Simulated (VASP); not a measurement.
# Mg (I4/mmm) in VASP: a series of runs, part 2 of 2

VASP 6.6.1.

### Step 4. Single point, PBE (24.20 Å³/atom)

Input file INCAR:

```
ALGO = Normal
EDIFF = 1E-6
ENCUT = 520
GGA = PE
ISIF = 2
ISMEAR = 0
LASPH = True
LCHARG = True
LELF = True
LREAL = False
LVHAR = True
LWAVE = False
NBANDS = 7
NELM = 100
PREC = Accurate
SIGMA = 0.15
```

Input file KPOINTS:

```
k-points
0
Gamma
  20 20 20
```

Input file POSCAR:

```
Mg
1.0
   -1.8676239938      1.8676239938      1.7346520581
    1.8676239938     -1.8676239938      1.7346520581
    1.8676239938      1.8676239938     -1.7346520581
Mg
1
Direct
    0.0000000000      0.0000000000      0.0000000000
```

Potentials or basis: VASP PAW PBE potentials, release 64 (Mg).

Command:

```
cat potpaw_PBE.64/Mg/POTCAR > POTCAR
mpirun -np 1 vasp_std > vasp.out
```

OUTCAR:

```text
EDIFF = 1E-6
   ENCUT = 520
   GGA = PE
   ISIF = 2
   ISMEAR = 0
   LASPH = True
   LREAL = False
   NELM = 100
   PREC = Accurate

 ion  position               nearest neighbor table
   1  0.000  0.000  0.000-

  LATTYP: Found a body centered tetragonal cell.
 ALAT       =     3.7352479876
 C/A-ratio  =     0.9288015488

  Lattice vectors:

 A1 = (  -1.8676239938,   1.8676239938,   1.7346520581)
 A2 = (   1.8676239938,  -1.8676239938,   1.7346520581)
 A3 = (   1.8676239938,   1.8676239938,  -1.7346520581)

Analysis of symmetry for initial positions (statically):
=====================================================================
 Subroutine PRICEL returns:
 Original cell was already a primitive cell.

 Routine SETGRP: Setting up the symmetry group for a
 body centered tetragonal supercell.

 Subroutine GETGRP returns: Found 16 space group operations
 (whereof 16 operations were pure point group operations)
 out of a pool of 16 trial point group operations.

The static configuration has the point symmetry D_4h.

Analysis of symmetry for dynamics (positions and initial velocities):
=====================================================================
 Subroutine PRICEL returns:
 Original cell was already a primitive cell.

 Routine SETGRP: Setting up the symmetry group for a
 body centered tetragonal supercell.

 Subroutine GETGRP returns: Found 16 space group operations
 (whereof 16 operations were pure point group operations)
 out of a pool of 16 trial point group operations.

The dynamic configuration has the point symmetry D_4h.

 Subroutine INISYM returns: Found 16 space group operations
 (whereof 16 operations are pure point group operations),
 and found     1 'primitive' translations

----------------------------------------------------------------------------------------

                                     Primitive cell

  volume of cell :      24.2020

  direct lattice vectors                    reciprocal lattice vectors
    -1.867623994  1.867623994  1.734652058     0.000000000  0.267719842  0.288242243
     1.867623994 -1.867623994  1.734652058     0.267719842  0.000000000  0.288242243
     1.867623994  1.867623994 -1.734652058     0.267719842  0.267719842  0.000000000

  length of vectors
     3.159914006  3.159914006  3.159914006     0.393392303  0.393392303  0.378613031

  position of ions in fractional coordinates (direct lattice)
     0.000000000  0.000000000  0.000000000

  ion indices of the primitive-cell ions
   primitive index   ion index
                 1           1

----------------------------------------------------------------------------------------

 KPOINTS: k-points

Automatic generation of k-mesh.
 Grid dimensions read from file:
 generate k-points for:   20   20   20

 Generating k-lattice:

  Cartesian coordinates                     Fractional coordinates (reciprocal lattice)
     0.000000000  0.013385992  0.014412112     0.050000000 -0.000000000  0.000000000
     0.013385992  0.000000000  0.014412112    -0.000000000  0.050000000  0.000000000
     0.013385992  0.013385992  0.000000000     0.000000000  0.000000000  0.050000000

  Length of vectors
     0.019669615  0.019669615  0.018930652

  Shift w.r.t. Gamma in fractional coordinates (k-lattice)
     0.000000000  0.000000000  0.000000000

 Subroutine IBZKPT returns following result:
 ===========================================

 Found    641 irreducible k-points:

 Following reciprocal coordinates:
            Coordinates               Weight
  0.000000  0.000000  0.000000      1.000000
  0.050000  0.000000  0.000000      8.000000
  0.100000  0.000000  0.000000      8.000000
  0.150000  0.000000 -0.000000      8.000000
  0.200000  0.000000  0.000000      8.000000
  0.250000 -0.000000  0.000000      8.000000
[... 16 lines left out ...]
 -0.400000  0.050000  0.000000     16.000000
 -0.350000  0.050000  0.000000     16.000000
 [... further k-points ...]
   k-points           NKPTS =    641   k-points in BZ     NKDIM =    641   number of bands    NBANDS=      7
   number of dos      NEDOS =    301   number of ions     NIONS =      1
   total plane-waves  NPLWV =  13824
   dimension x,y,z NGX =    24 NGY =   24 NGZ =   24
   dimension x,y,z NGXF=    48 NGYF=   48 NGZF=   48
   ions per type =               1
   NGX,Y,Z   is equivalent  to a cutoff of  12.63, 12.63, 12.63 a.u.
   NGXF,Y,Z  is equivalent  to a cutoff of  25.25, 25.25, 25.25 a.u.
 SYSTEM =  unknown system
   PREC   = accura    normal or accurate (medium, high low for compatibility)
   ISTART =      0    job   : 0-new  1-cont  2-samecut
   ICHARG =      2    charge: 1-file 2-atom 10-const
   ISPIN  =      1    spin polarized calculation?
   LNONCOLLINEAR =      F non collinear calculations
   LSORBIT =      F    spin-orbit coupling
   LASPH  =      T    aspherical Exc in radial PAW
   ENCUT  =  520.0 eV  38.22 Ry    6.18 a.u.   5.88  5.88  5.88*2*pi/ulx,y,z
   NELM   =    100;   NELMIN=  2; NELMDL= -5     # of ELM steps
   EDIFF  = 0.1E-05   stopping-criterion for ELM
   LREAL  =      F    real-space projection
   EDIFFG = 0.1E-04   stopping-criterion for IOM
   NSW    =      0    number of steps for IOM
   IBRION =     -1    ionic relax: 0-MD 1-quasi-New 2-CG
   NFREE  =      0    steps in history (QN), initial steepest desc. (CG)
   ISIF   =      2    stress and relaxation
   ISYM   =      2    0-nonsym 1-usesym 2-fastsym
   POTIM  = 0.5000    time-step for ionic-motion
   TEBEG  =    0.0;   TEEND  =   0.0 temperature during run
   PSTRESS=    0.0 pullay stress
   NELECT =       2.0000    total number of electrons
   NUPDOWN=      -1.0000    fix difference up-down
   EMIN   =  10.00;   EMAX   =-10.00  energy-range for DOS
   EFERMI =   0.00;   METHOD = LEGACY
   ISMEAR =     0;   SIGMA  =   0.15  broadening in eV -4-tet -1-fermi 0-gaus
   EFERMI_NEDOS =   21; number of points for ismear=-14 and -15
   IALGO  =     38    algorithm
   IMIX   =      4    mixing-type and parameters
     AMIX     =   0.40;   BMIX     =  1.00
     AMIX_MAG =   1.60;   BMIX_MAG =  1.00
  volume/ion in A,a.u.               =      24.20       163.32
  Fermi-wavevector in a.u.,A,eV,Ry     =   0.713074  1.347514  6.918210  0.508474
  Thomas-Fermi vector in A             =   1.800616
   LORBIT       =      0    0 simple, 1 ext, 2 COOP (PROOUT), +10 PAW based schemes
   GGA     = PE    functional components
   LHFCALC =     F    Hartree Fock is set to
   AEXX    =    0.0000 exact exchange contribution
   IVDW    =     0    specifies the selected vdW correction
   LEPSILON=     F    determine dielectric tensor
   LRPA    =     F    only Hartree local field effects (RPA)
 non-spin polarized calculation
 Gauss-broadening in eV      SIGMA  =   0.15
  energy-cutoff  :      520.00
  volume of cell :       24.20
 maximum number of plane-waves:       672
   NGX = 11   NGY = 11   NGZ = 11

 number of electron       2.0000000 magnetization

 Free energy of the ion-electron system (eV)
  ---------------------------------------------------
  ext. energy  EPLUGINS =         0.00000000
  ---------------------------------------------------
  free energy    TOTEN  =        -1.47327352 eV

  energy without entropy =       -1.46910714  energy(sigma->0) =       -1.47119033

 E-fermi :   2.3957     XC(G=0):  -8.3321

 val. band max:        2.3929258910   @ k =  -0.4000  -0.4500   0.1000
 cond. band min:       2.3979889326   @ k =  -0.2000  -0.4000   0.0500
 fundamental gap:      0.0050630416
 Fermi energy:         2.3956502042

 k-point     1 :       0.0000    0.0000    0.0000
  band No.  band energies     occupation
      1      -4.3406      2.00000
      2      14.1315      0.00000
      3      15.5902      0.00000
      4      15.5902      0.00000
      5      16.1907      0.00000
      6      16.1907      0.00000
      7      16.2149      0.00000

 k-point     2 :       0.0500    0.0000    0.0000
  band No.  band energies     occupation
      1      -4.2822      2.00000
      2      13.8172      0.00000
      3      14.7987      0.00000
      4      15.1916      0.00000
      5      15.4511      0.00000
      6      16.6344      0.00000
      7      16.7570      0.00000
[... 201 lines left out ...]
 k-point    23 :      -0.4000    0.0500    0.0000
  band No.  band energies     occupation
      1      -1.0991      2.00000
      2       4.5625      0.00000
      3       9.8363      0.00000
      4      11.3864      0.00000
      5      12.3835      0.00000
      6      14.2634      0.00000
      7      20.3342      0.00000

 k-point    24 :      -0.3500    0.0500    0.0000
  band No.  band energies     occupation
      1      -1.8891      2.00000
      2       5.9669      0.00000
      3      10.0861      0.00000
      4      11.7474      0.00000
      5      12.6447      0.00000
      6      14.6217      0.00000
      7      19.7361      0.00000

 [... further k-points ...]
[... 5 lines left out ...]
  --------------------------------------------------------------------------------------
  -------------------------------------------------------------------------------------
  Total       -0.2657027     -0.2657027     -0.2715452      0.0000000      0.0000000      0.0000000
  in kB      -17.5895700    -17.5895700    -17.9763474      0.0000000      0.0000000      0.0000000
  external PRESSURE =     -17.7184958 kB  Pullay stress =       0.0000000 kB

 VOLUME and BASIS-vectors are now :
 -----------------------------------------------------------------------------
  energy-cutoff  :      520.00
  volume of cell :       24.20
      direct lattice vectors                 reciprocal lattice vectors
    -1.867623994  1.867623994  1.734652058     0.000000000  0.267719842  0.288242243
     1.867623994 -1.867623994  1.734652058     0.267719842  0.000000000  0.288242243
     1.867623994  1.867623994 -1.734652058     0.267719842  0.267719842  0.000000000

 POSITION                                       TOTAL-FORCE (eV/Angst)
 -----------------------------------------------------------------------------------
      0.00000      0.00000      0.00000         0.000000      0.000000     -0.000000
 -----------------------------------------------------------------------------------
    total drift:                                0.000000      0.000000      0.000000

  FREE ENERGIE OF THE ION-ELECTRON SYSTEM (eV)
  ---------------------------------------------------
  free  energy   TOTEN  =        -1.4732735152 eV

  energy  without entropy=       -1.4691071358  energy(sigma->0) =       -1.47119033
```

OSZICAR:

```text
N       E                     dE             d eps       ncg     rms          rms(c)
DAV:   1    -0.843010684656E+00   -0.84301E+00   -0.74945E+02  9583   0.190E+02
DAV:   2    -0.147866245407E+01   -0.63565E+00   -0.61727E+00 11515   0.108E+01
DAV:   3    -0.148130274047E+01   -0.26403E-02   -0.26395E-02 11627   0.779E-01
DAV:   4    -0.148130787333E+01   -0.51329E-05   -0.51328E-05 12614   0.262E-02
DAV:   5    -0.148130788994E+01   -0.16613E-07   -0.16730E-07 11606   0.101E-03    0.681E-01
DAV:   6    -0.147762779417E+01    0.36801E-02   -0.38979E-04  9968   0.138E-01    0.437E-01
DAV:   7    -0.147326547005E+01    0.43623E-02   -0.17571E-03  9352   0.246E-01    0.258E-02
DAV:   8    -0.147327417404E+01   -0.87040E-05   -0.10374E-05 13153   0.195E-02    0.594E-03
DAV:   9    -0.147327351516E+01    0.65888E-06   -0.77816E-07 10150   0.358E-03
   1 F= -.14732735E+01 E0= -.14711903E+01  d E =-.416638E-02
```

stdout:

```text
POSCAR found type information on POSCAR Mg
 POSCAR found :  1 types and       1 ions
 scaLAPACK will be used
 LDA part: xc-table for (Slater+PW92), standard interpolation
 POSCAR, INCAR and KPOINTS ok, starting setup
 FFT: planning ... GRIDC
 FFT: planning ... GRID_SOFT
 FFT: planning ... GRID
 WAVECAR not read
 entering main loop
```

Run time: 18 s. Hardware: 1 thread of Intel Xeon 6975P-C (Granite Rapids), shared host; peak memory 0.23 GiB.

What came out:

| Item | Value |
| --- | --- |
| Free energy | -1.4733 eV |
| Pressure | -1.8 GPa |
| Band gap on the k mesh | zero (bands 1 and 2 overlap by 4.43 eV) |

Levels at points of the mesh, in eV from the Fermi level:
```tsv
k point	band 1	band 2	band 3	band 4
(0.00, 0.00, 0.00)	-6.74	11.74	13.19	13.19
(0.50, 0.00, 0.00)	-1.31	-0.75	8.04	8.56
(0.50, 0.50, 0.00)	-1.62	-1.28	9.31	9.75
(0.50, 0.50, 0.50)	3.15	3.15	3.64	4.09
```

### Step 5. Single point, PBE (24.82 Å³/atom)

This run uses another cell than the first one, of 24.82 Å³/atom.

Input file INCAR:

```
SYSTEM = Mg
ALGO     = Fast           ! electronic algorithm
EDIFF    = 1E-7           ! SCF threshold, eV
ENCUT    = 520            ! plane-wave cutoff, eV
GGA      = PE             ! functional
ISIF     = 2              ! what is computed and relaxed
ISMEAR   = 0              ! smearing method
LASPH    = .True.         ! aspherical terms in the spheres
LCHARG   = .False.        ! write CHGCAR
LREAL    = .False.        ! projectors in reciprocal space
LWAVE    = .False.        ! write WAVECAR
NBANDS   = 7              ! bands
NELM     = 80             ! most SCF steps
PREC     = Accurate       ! precision mode
SIGMA    = 0.15           ! smearing width, eV
```

Input file KPOINTS:

```
k-points
0
Gamma
  20 20 20
  0 0 0
```

Input file POSCAR:

```
Mg
1.0
   -2.0010057794      2.0010057794      1.5493787750
    2.0010057794     -2.0010057794      1.5493787750
    2.0010057794      2.0010057794     -1.5493787750
Mg
1
Direct
    0.0000000000      0.0000000000      0.0000000000
```

Potentials or basis: VASP PAW PBE potentials, release 64 (Mg).

Command:

```
cat potpaw_PBE.64/Mg/POTCAR > POTCAR
mpirun -np 1 vasp_std > vasp.out
```

OUTCAR:

```text
SYSTEM = Mg
   EDIFF = 1E-7
   ENCUT = 520
   GGA = PE
   ISIF = 2
   ISMEAR = 0
   LASPH = .True.
   LREAL = .False.
   NELM = 80
   PREC = Accurate

 ion  position               nearest neighbor table
   1  0.000  0.000  0.000-

  LATTYP: Found a body centered tetragonal cell.
 ALAT       =     4.0020115588
 C/A-ratio  =     0.7743000000

  Lattice vectors:

 A1 = (  -2.0010057794,   2.0010057794,   1.5493787750)
 A2 = (   2.0010057794,  -2.0010057794,   1.5493787750)
 A3 = (   2.0010057794,   2.0010057794,  -1.5493787750)

Analysis of symmetry for initial positions (statically):
=====================================================================
 Subroutine PRICEL returns:
 Original cell was already a primitive cell.

 Routine SETGRP: Setting up the symmetry group for a
 body centered tetragonal supercell.

 Subroutine GETGRP returns: Found 16 space group operations
 (whereof 16 operations were pure point group operations)
 out of a pool of 16 trial point group operations.

The static configuration has the point symmetry D_4h.

Analysis of symmetry for dynamics (positions and initial velocities):
=====================================================================
 Subroutine PRICEL returns:
 Original cell was already a primitive cell.

 Routine SETGRP: Setting up the symmetry group for a
 body centered tetragonal supercell.

 Subroutine GETGRP returns: Found 16 space group operations
 (whereof 16 operations were pure point group operations)
 out of a pool of 16 trial point group operations.

The dynamic configuration has the point symmetry D_4h.

 Subroutine INISYM returns: Found 16 space group operations
 (whereof 16 operations are pure point group operations),
[... 103 lines left out ...]
   TEBEG  =    0.0;   TEEND  =   0.0 temperature during run
   PSTRESS=    0.0 pullay stress
   NELECT =       2.0000    total number of electrons
   NUPDOWN=      -1.0000    fix difference up-down
   EMIN   =  10.00;   EMAX   =-10.00  energy-range for DOS
   EFERMI =   0.00;   METHOD = LEGACY
   ISMEAR =     0;   SIGMA  =   0.15  broadening in eV -4-tet -1-fermi 0-gaus
   EFERMI_NEDOS =   21; number of points for ismear=-14 and -15
   IALGO  =     68    algorithm
   IMIX   =      4    mixing-type and parameters
     AMIX     =   0.40;   BMIX     =  1.00
     AMIX_MAG =   1.60;   BMIX_MAG =  1.00
  volume/ion in A,a.u.               =      24.82       167.46
  Fermi-wavevector in a.u.,A,eV,Ry     =   0.707153  1.336325  6.803803  0.500065
  Thomas-Fermi vector in A             =   1.793125
   LORBIT       =      0    0 simple, 1 ext, 2 COOP (PROOUT), +10 PAW based schemes
   GGA     = PE    functional components
   LHFCALC =     F    Hartree Fock is set to
   AEXX    =    0.0000 exact exchange contribution
   IVDW    =     0    specifies the selected vdW correction
   LEPSILON=     F    determine dielectric tensor
   LRPA    =     F    only Hartree local field effects (RPA)
 non-spin polarized calculation
 RMM-DIIS sequential band-by-band and
 Gauss-broadening in eV      SIGMA  =   0.15
  energy-cutoff  :      520.00
  volume of cell :       24.82
 maximum number of plane-waves:       694
   NGX = 11   NGY = 11   NGZ = 11

 number of electron       2.0000000 magnetization

 Free energy of the ion-electron system (eV)
  ---------------------------------------------------
  ext. energy  EPLUGINS =         0.00000000
  ---------------------------------------------------
  free energy    TOTEN  =        -1.44293412 eV

  energy without entropy =       -1.43843302  energy(sigma->0) =       -1.44068357

 E-fermi :   2.2072     XC(G=0):  -8.2454

 val. band max:        2.1676067616   @ k =  -0.3500  -0.4500   0.0500
 cond. band min:       2.2100185156   @ k =   0.3500   0.2500  -0.0000
 fundamental gap:      0.0424117540
 Fermi energy:         2.2071581584

 k-point     1 :       0.0000    0.0000    0.0000
  band No.  band energies     occupation
      1      -4.3688      2.00000
      2      11.8715      0.00000
      3      13.5505      0.00000
      4      13.5505      0.00000
      5      14.0765      0.00000
      6      17.2829      0.00000
      7      17.2829      0.00000
[... 221 lines left out ...]
 k-point    24 :      -0.3500    0.0500    0.0000
  band No.  band energies     occupation
      1      -1.8114      2.00000
      2       6.7675      0.00000
      3       8.6723      0.00000
      4      10.9280      0.00000
      5      11.9230      0.00000
      6      14.4627      0.00000
      7      19.0458      0.00000

 [... further k-points ...]
[... 5 lines left out ...]
  --------------------------------------------------------------------------------------
  -------------------------------------------------------------------------------------
  Total       -0.4295095     -0.4295095      0.1588913      0.0000000      0.0000000      0.0000000
  in kB      -27.7312279    -27.7312279     10.2587951      0.0000000      0.0000000      0.0000000
  external PRESSURE =     -15.0678869 kB  Pullay stress =       0.0000000 kB

 VOLUME and BASIS-vectors are now :
 -----------------------------------------------------------------------------
  energy-cutoff  :      520.00
  volume of cell :       24.82
      direct lattice vectors                 reciprocal lattice vectors
    -2.001005779  2.001005779  1.549378775     0.000000000  0.249874341  0.322709984
     2.001005779 -2.001005779  1.549378775     0.249874341  0.000000000  0.322709984
     2.001005779  2.001005779 -1.549378775     0.249874341  0.249874341  0.000000000

 POSITION                                       TOTAL-FORCE (eV/Angst)
 -----------------------------------------------------------------------------------
      0.00000      0.00000      0.00000         0.000000      0.000000     -0.000000
 -----------------------------------------------------------------------------------
    total drift:                                0.000000      0.000000      0.000000

  FREE ENERGIE OF THE ION-ELECTRON SYSTEM (eV)
  ---------------------------------------------------
  free  energy   TOTEN  =        -1.4429341186 eV

  energy  without entropy=       -1.4384330195  energy(sigma->0) =       -1.44068357
```

stdout:

```text
POSCAR found type information on POSCAR Mg
 POSCAR found :  1 types and       1 ions
 scaLAPACK will be used
 LDA part: xc-table for (Slater+PW92), standard interpolation
 POSCAR, INCAR and KPOINTS ok, starting setup
 FFT: planning ... GRIDC
 FFT: planning ... GRID_SOFT
 FFT: planning ... GRID
 WAVECAR not read
 entering main loop
```

Wall time 18 s (1 thread of Intel Xeon 6975P-C (Granite Rapids), shared host); peak memory 0.23 GiB.

What came out:

```
Free energy            : -1.4429 eV
Pressure               : -1.5 GPa
Band gap on the k mesh : zero (bands 1 and 2 overlap by 4.36 eV)
```

Levels at points of the mesh, in eV from the Fermi level:
| k point | band 1 | band 2 | band 3 | band 4 | band 5 | band 6 |
| --- | --- | --- | --- | --- | --- | --- |
| (0.00, 0.00, 0.00) | -6.58 | 9.66 | 11.34 | 11.34 | 11.87 | 15.08 |
| (0.50, 0.00, 0.00) | -0.83 | -0.06 | 7.32 | 7.92 | 8.49 | 10.34 |
| (0.50, 0.50, 0.00) | -2.01 | -1.92 | 12.04 | 12.06 | 12.28 | 13.55 |
| (0.50, 0.50, 0.50) | 2.00 | 2.00 | 3.00 | 3.02 | 8.19 | 9.47 |

### Step 6. Overview

```csv
cell,gap on the mesh (eV),pressure (GPa)
"a = 3.199 Å, angles 103.3, 103.3, 122.6°, 1 atom",none,-0.8
"a = 3.182 Å, angles 104.6, 104.6, 119.6°, 1 atom",none,-1.3
"a = 3.160 Å, angles 107.5, 107.5, 113.4°, 1 atom",none,-1.8
"a = 3.226 Å, angles 103.3, 103.3, 122.6°, 1 atom",none,-1.5
```

Alike in all rows: task single point; level PBE; potentials or basis VASP PAW PBE potentials, release 64 (Mg); no spin polarisation; k mesh 20 × 20 × 20; cutoff (eV) 520; smearing gaussian 0.15 eV.

Total energies depend on the potentials used, so only differences within one code and one set of settings carry meaning.
